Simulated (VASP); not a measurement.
SnPtSe3, 5 atoms in the cell. Symmetry: P6/mmm, No. 191, hexagonal system. Conventional cell: a = 5.782 Å, b = 5.782 Å, c = 5.179 Å, α = 90.00°, β = 90.00°, γ = 120.00°. Within 3.4 Å of Sn (site symmetry 6/mmm) lie 2 Pt at 2.59 Å. Within 3.4 Å of Pt (site symmetry 6/mmm) lie 2 Sn at 2.59 Å and 6 Se at 2.89 Å. Within 3.8 Å of Se (site symmetry mmm) lie 4 Se at 2.89 Å and 2 Pt at 2.89 Å. 

| Quantity | Value |
| --- | --- |
| Program | VASP 6.6.1 |
| Task | single point |
| Functional | PBE |
| Potentials or basis | VASP PAW PBE potentials, release 64 (Sn_d, Pt, Se) |
| Cutoff | 500 eV |
| k mesh | 3 × 3 × 4 |
| Occupations | gaussian, width 0.1 eV |
| Spin | no spin polarisation |
| Dipole correction | no |
| Further INCAR settings | ALGO = Normal; EDIFF = 1e-06; NBANDS = 29 |

Potentials or basis: VASP PAW PBE potentials, release 64 (Sn_d, Pt, Se).

Run with:

```console
$ cat potpaw_PBE.64/Sn_d/POTCAR potpaw_PBE.64/Pt/POTCAR potpaw_PBE.64/Se/POTCAR > POTCAR
$ mpirun -np 1 vasp_std > vasp.out
```

Hardware: 1 thread of AMD EPYC 7R13 Processor (Zen 3) (shared host).

Problem. Estimate the wall time of this run.

Solution. Run time: 62 s on 1 thread of AMD EPYC 7R13 Processor (Zen 3) (shared host), peak memory 0.22 GiB. Counts: scf iterations 14, k points 9.
